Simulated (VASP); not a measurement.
# GaAs in VASP: further runs

The runs below take GaAs through single point, with r2SCAN.

Program: VASP 6.6.1. These are calculated values, not measurements. Logs are shortened: lines on timing, memory, paths and dates and some standing lists are left out, and cuts for length are marked.

### Step 1. The cell of the first run

It takes space group I-4m2 (No. 119, tetragonal). The conventional cell has a = 4.007 Å, b = 4.007 Å, c = 5.496 Å, α = 90.00°, β = 90.00°, γ = 90.00°. Ga (site symmetry -4m2) has 4 As at 2.43 Å within 3.2 Å. As (site symmetry -4m2) has 4 Ga at 2.43 Å within 3.2 Å.

### Step 2. Single point, r2SCAN, non-collinear spin, zero start, spin-orbit coupling (uniaxial z strain -3.0%)

POSCAR reads:

```
GaAs
1.0
    0.0000000000      2.8330850955      2.7480925426
    2.8330850955      0.0000000000      2.7480925426
    2.8330850955      2.8330850955      0.0000000000
Ga As
1 1
Direct
    0.0000000000      0.0000000000      0.0000000000
    0.2500000000      0.2500000000      0.2500000000
```

INCAR.step1 reads:

```
ALGO = Normal
EDIFF = 1E-4
ENCUT = 520
GGA = PE
GGA_COMPAT = False
ISMEAR = -1
LASPH = True
LCHARG = False
LREAL = False
LSORBIT = True
LWAVE = True
MAGMOM = 0 0 0 0 0 0
NBANDS = 30
NELM = 150
PREC = Accurate
SIGMA = 0.02
```

INCAR.step2 reads:

```
ALGO = Normal
EDIFF = 1E-7
ENCUT = 520
GGA_COMPAT = False
ISIF = 2
ISMEAR = -1
ISTART = 1
LASPH = True
LCHARG = False
LMIXTAU = True
LORBIT = 11
LORBMOM = True
LREAL = False
LSORBIT = True
LWAVE = False
MAGMOM = 0 0 0 0 0 0
METAGGA = R2SCAN
NBANDS = 30
NELM = 150
PREC = Accurate
SIGMA = 0.02
```

KPOINTS reads:

```
k-points
0
Gamma
  8 8 8
```

Potentials or basis: VASP PAW PBE potentials, release 64 (Ga_d, As).

The run is started by

```sh
$ cat potpaw_PBE.64/Ga_d/POTCAR potpaw_PBE.64/As/POTCAR > POTCAR
$ cp INCAR.step1 INCAR
$ mpirun -np 1 vasp_ncl > vasp.out
$ cp INCAR.step2 INCAR
$ mpirun -np 1 vasp_ncl > vasp.out
```

OUTCAR:

```text
EDIFF = 1E-7
   ENCUT = 520
   ISIF = 2
   ISMEAR = -1
   ISTART = 1
   LASPH = True
   LORBIT = 11
   LREAL = False
   LSORBIT = True
   METAGGA = R2SCAN
   NELM = 150
   PREC = Accurate

 ion  position               nearest neighbor table
   1  0.000  0.000  0.000-   2 2.43   2 2.43   2 2.43   2 2.43
   2  0.250  0.250  0.250-   1 2.43   1 2.43   1 2.43   1 2.43

  LATTYP: Found a body centered tetragonal cell.
 ALAT       =     4.0065873654
 C/A-ratio  =     1.3717871555

  Lattice vectors:

 A1 = (   0.0000000000,  -2.8330850955,  -2.7480925426)
 A2 = (   0.0000000000,   2.8330850955,  -2.7480925426)
 A3 = (   2.8330850955,   0.0000000000,   2.7480925426)

Analysis of symmetry for initial positions (statically):
=====================================================================
 Subroutine PRICEL returns:
 Original cell was already a primitive cell.

 Routine SETGRP: Setting up the symmetry group for a
 body centered tetragonal supercell.

 Subroutine GETGRP returns: Found  8 space group operations
 (whereof  8 operations were pure point group operations)
 out of a pool of 16 trial point group operations.

The static configuration has the point symmetry D_2d.

Analysis of symmetry for dynamics (positions and initial velocities):
=====================================================================
 Subroutine PRICEL returns:
 Original cell was already a primitive cell.

 Routine SETGRP: Setting up the symmetry group for a
 body centered tetragonal supercell.

 Subroutine GETGRP returns: Found  8 space group operations
 (whereof  8 operations were pure point group operations)
 out of a pool of 16 trial point group operations.

The dynamic configuration has the point symmetry D_2d.

Analysis of structural, dynamic, and magnetic symmetry:
=====================================================================
 Subroutine PRICEL returns:
 Original cell was already a primitive cell.

 Routine SETGRP: Setting up the symmetry group for a
 body centered tetragonal supercell.

 Subroutine GETGRP returns: Found  8 space group operations
 (whereof  8 operations were pure point group operations)
 out of a pool of 16 trial point group operations.

The overall configuration has the point symmetry D_2d.

 Subroutine INISYM returns: Found  8 space group operations
 (whereof  8 operations are pure point group operations),
 and found     1 'primitive' translations

----------------------------------------------------------------------------------------

                                     Primitive cell

  volume of cell :      44.1144

  direct lattice vectors                    reciprocal lattice vectors
     0.000000000  2.833085095  2.748092543    -0.176486051  0.176486051  0.181944382
     2.833085095  0.000000000  2.748092543     0.176486051 -0.176486051  0.181944382
     2.833085095  2.833085095  0.000000000     0.176486051  0.176486051 -0.181944382

  length of vectors
     3.946946134  3.946946134  4.006587365     0.308866331  0.308866331  0.308866331

  position of ions in fractional coordinates (direct lattice)
     0.000000000  0.000000000  0.000000000
     0.250000000  0.250000000  0.250000000

  ion indices of the primitive-cell ions
   primitive index   ion index
                 1           1
                 2           2

----------------------------------------------------------------------------------------

 KPOINTS: k-points

Automatic generation of k-mesh.
 Grid dimensions read from file:
 generate k-points for:    8    8    8

 Generating k-lattice:

  Cartesian coordinates                     Fractional coordinates (reciprocal lattice)
    -0.022060756  0.022060756  0.022743048     0.125000000  0.000000000  0.000000000
[... 88 lines left out ...]
   LEPSILON=     F    determine dielectric tensor
   LRPA    =     F    only Hartree local field effects (RPA)
  energy-cutoff  :      520.00
  volume of cell :       44.11
 maximum number of plane-waves:      2438
 NGX is ok and might be reduce to    30
   NGX = 15   NGY = 15   NGZ = 15

 number of electron      18.0000007 magnetization       0.0000000     -0.0000000      0.0000000

 number of electron      18.0000007 magnetization       0.0000000      0.0000000      0.0000000

 number of electron      18.0000007 magnetization      -0.0000000      0.0000000     -0.0000000

 Free energy of the ion-electron system (eV)
  ---------------------------------------------------
  ext. energy  EPLUGINS =         0.00000000
  ---------------------------------------------------
  free energy    TOTEN  =       -27.05360534 eV

  energy without entropy =      -27.05360534  energy(sigma->0) =      -27.05360534

 E-fermi :   4.5250     XC(G=0): -10.3711

 val. band max:        4.0930600766   @ k =   0.0000   0.0000   0.0000
 cond. band min:       5.0915011847   @ k =   0.0000   0.0000   0.0000
 fundamental gap:      0.9984411082
 Fermi energy:         4.5250366309

 k-point     1 :       0.0000    0.0000    0.0000
  band No.  band energies     occupation
      1     -11.6153      1.00000
      2     -11.6153      1.00000
      3     -11.6103      1.00000
      4     -11.6103      1.00000
      5     -11.1904      1.00000
      6     -11.1904      1.00000
[... 781 lines left out ...]
     29      16.7460      0.00000
     30      16.7490      0.00000

 [... further k-points ...]
[... 5 lines left out ...]
  --------------------------------------------------------------------------------------
  -------------------------------------------------------------------------------------
  Total        0.5056365      0.5056365      1.0483654      0.0000000      0.0000000     -0.0000000
  in kB       18.3640488     18.3640488     38.0752436      0.0000000      0.0000000     -0.0000000
  external PRESSURE =      24.9344471 kB  Pullay stress =       0.0000000 kB

 VOLUME and BASIS-vectors are now :
 -----------------------------------------------------------------------------
  energy-cutoff  :      520.00
  volume of cell :       44.11
      direct lattice vectors                 reciprocal lattice vectors
     0.000000000  2.833085095  2.748092543    -0.176486051  0.176486051  0.181944382
     2.833085095  0.000000000  2.748092543     0.176486051 -0.176486051  0.181944382
     2.833085095  2.833085095  0.000000000     0.176486051  0.176486051 -0.181944382

 POSITION                                       TOTAL-FORCE (eV/Angst)
 -----------------------------------------------------------------------------------
      0.00000      0.00000      0.00000         0.000000      0.000000      0.000000
      1.41654      1.41654      1.37405        -0.000000     -0.000000     -0.000000
 -----------------------------------------------------------------------------------
    total drift:                               -0.000001     -0.000001     -0.000004

  FREE ENERGIE OF THE ION-ELECTRON SYSTEM (eV)
  ---------------------------------------------------
  free  energy   TOTEN  =       -27.0536053420 eV

  energy  without entropy=      -27.0536053420  energy(sigma->0) =      -27.05360534

 orbital moment (x)

 # of ion     p       d       tot
 ----------------------------------------
  1         0.000   0.000   0.000
  2        -0.000  -0.000  -0.000
 ----------------------------------------
            0.000   0.000   0.000

 orbital moment (y)

 # of ion     p       d       tot
 ----------------------------------------
  1         0.000   0.000   0.000
  2         0.000  -0.000  -0.000
 ----------------------------------------
            0.000   0.000   0.000

 orbital moment (z)

 # of ion     p       d       tot
 ----------------------------------------
  1        -0.000   0.000  -0.000
  2         0.000   0.000   0.000
 ----------------------------------------
           -0.000   0.000  -0.000

 Spin-Orbit-Coupling matrix elements

 Ion:    1  E_soc:     -0.0115650
 l=   1
     0.0000000    -0.0011198    -0.0011162
    -0.0011198     0.0000000    -0.0011198
    -0.0011162    -0.0011198     0.0000000
 l=   2
     0.0000000    -0.0001619     0.0000000    -0.0001619    -0.0006464
    -0.0001619     0.0000000    -0.0004853    -0.0001620    -0.0001619
     0.0000000    -0.0004853     0.0000000    -0.0004853     0.0000000
    -0.0001619    -0.0001620    -0.0004853     0.0000000    -0.0001619
    -0.0006464    -0.0001619     0.0000000    -0.0001619     0.0000000
 l=   3
     0.0000000     0.0000000     0.0000000     0.0000000     0.0000000     0.0000000     0.0000000
     0.0000000     0.0000000     0.0000000     0.0000000     0.0000000     0.0000000     0.0000000
     0.0000000     0.0000000     0.0000000     0.0000000     0.0000000     0.0000000     0.0000000
     0.0000000     0.0000000     0.0000000     0.0000000     0.0000000     0.0000000     0.0000000
     0.0000000     0.0000000     0.0000000     0.0000000     0.0000000     0.0000000     0.0000000
     0.0000000     0.0000000     0.0000000     0.0000000     0.0000000     0.0000000     0.0000000
     0.0000000     0.0000000     0.0000000     0.0000000     0.0000000     0.0000000     0.0000000

 Ion:    2  E_soc:     -0.0226327
 l=   1
     0.0000000    -0.0037774    -0.0037378
    -0.0037774     0.0000000    -0.0037774
    -0.0037378    -0.0037774     0.0000000
 l=   2
     0.0000000    -0.0000040     0.0000000    -0.0000040    -0.0000038
    -0.0000040     0.0000000    -0.0000030    -0.0000038    -0.0000011
     0.0000000    -0.0000030     0.0000000    -0.0000030     0.0000000
    -0.0000040    -0.0000038    -0.0000030     0.0000000    -0.0000011
    -0.0000038    -0.0000011     0.0000000    -0.0000011     0.0000000
 l=   3
     0.0000000     0.0000000     0.0000000     0.0000000     0.0000000     0.0000000     0.0000000
     0.0000000     0.0000000     0.0000000     0.0000000     0.0000000     0.0000000     0.0000000
     0.0000000     0.0000000     0.0000000     0.0000000     0.0000000     0.0000000     0.0000000
     0.0000000     0.0000000     0.0000000     0.0000000     0.0000000     0.0000000     0.0000000
     0.0000000     0.0000000     0.0000000     0.0000000     0.0000000     0.0000000     0.0000000
     0.0000000     0.0000000     0.0000000     0.0000000     0.0000000     0.0000000     0.0000000
     0.0000000     0.0000000     0.0000000     0.0000000     0.0000000     0.0000000     0.0000000

 total charge

# of ion       s       p       d       tot
------------------------------------------
    1        0.848   0.819  10.004  11.671
    2        1.202   1.659   0.034   2.894
--------------------------------------------------
tot          2.050   2.478  10.038  14.566

 magnetization (x)

# of ion       s       p       d       tot
------------------------------------------
    1       -0.000  -0.000  -0.000  -0.000
    2        0.000   0.000   0.000   0.000
--------------------------------------------------
tot         -0.000  -0.000   0.000  -0.000

 magnetization (y)

# of ion       s       p       d       tot
------------------------------------------
    1        0.000   0.000   0.000   0.000
    2       -0.000   0.000  -0.000  -0.000
--------------------------------------------------
tot         -0.000   0.000  -0.000   0.000

 magnetization (z)

# of ion       s       p       d       tot
------------------------------------------
    1        0.000  -0.000  -0.000  -0.000
    2        0.000   0.000   0.000   0.000
--------------------------------------------------
tot          0.000  -0.000  -0.000  -0.000
```

It took 18 min on 1 thread of Intel Xeon Platinum 8488C (Sapphire Rapids), shared host; peak memory 0.43 GiB.

Results:

* Free energy: -27.0536 eV
* Pressure: 2.5 GPa
* Net moment: 0.00 μB per cell
* Valence electrons inside the program's atomic spheres: Ga 11.67; As 2.89

Moments on the atoms (μB; x, y, z):
```
Ga  0.00 0.00 0.00
As  0.00 0.00 0.00
```

Caveat: the cell differs from its parent crystal (uniaxial z strain -3.0%); the PAW data sets were made with another functional, which shifts forces and pressure a little.

### Step 3. Single point, r2SCAN, non-collinear spin, zero start, spin-orbit coupling

This run uses another cell than the first one, of 22.74 Å³/atom.

POSCAR reads:

```
GaAs
1.0
    0.0000000000      2.8330850955      2.8330850955
    2.8330850955      0.0000000000      2.8330850955
    2.8330850955      2.8330850955      0.0000000000
Ga As
1 1
Direct
    0.0000000000      0.0000000000      0.0000000000
    0.2500000000      0.2500000000      0.2500000000
```

INCAR.step1 reads:

```
SYSTEM = GaAs
  ALGO = Normal
  EDIFF = 1E-4
  ENCUT = 520
  GGA = PE
  GGA_COMPAT = .FALSE.
  ISMEAR = -1
  LASPH = .TRUE.
  LCHARG = .FALSE.
  LREAL = .FALSE.
  LSORBIT = .TRUE.
  LWAVE = .TRUE.
  MAGMOM = 0 0 0 0 0 0
  NBANDS = 30
  NELM = 150
  PREC = Accurate
  SIGMA = 0.02
```

INCAR.step2 reads:

```
SYSTEM = GaAs
  ALGO = Normal
  EDIFF = 1E-6
  ENCUT = 520
  GGA_COMPAT = .FALSE.
  ISIF = 2
  ISMEAR = -1
  ISTART = 1
  LASPH = .TRUE.
  LCHARG = .FALSE.
  LMIXTAU = .TRUE.
  LORBIT = 11
  LORBMOM = .TRUE.
  LREAL = .FALSE.
  LSORBIT = .TRUE.
  LWAVE = .FALSE.
  MAGMOM = 0 0 0 0 0 0
  METAGGA = R2SCAN
  NBANDS = 30
  NELM = 150
  PREC = Accurate
  SIGMA = 0.02
```

KPOINTS reads:

```
k-points
0
G
  8 8 8
  0 0 0
```

Potentials or basis: VASP PAW PBE potentials, release 64 (Ga_d, As).

The run is started by

```sh
$ cat potpaw_PBE.64/Ga_d/POTCAR potpaw_PBE.64/As/POTCAR > POTCAR
$ cp INCAR.step1 INCAR
$ mpirun -np 1 vasp_ncl > vasp.out
$ cp INCAR.step2 INCAR
$ mpirun -np 1 vasp_ncl > vasp.out
```

It took 34 min on 1 thread of Intel Xeon 8259CL, shared host; peak memory 0.38 GiB.

It converged, with:

```yaml
Free_energy: -27.0700 eV
Pressure: 0.1 GPa
Net_moment: 0.00 μB per cell
Valence_electrons_inside_the_program's_atomic_spheres: Ga 11.63; As 2.87
```

Moments on the atoms (μB; x, y, z):
```
Ga  0.00 0.00 0.00
As  0.00 0.00 0.00
```

Caveat: the PAW data sets were made with another functional, which shifts forces and pressure a little.
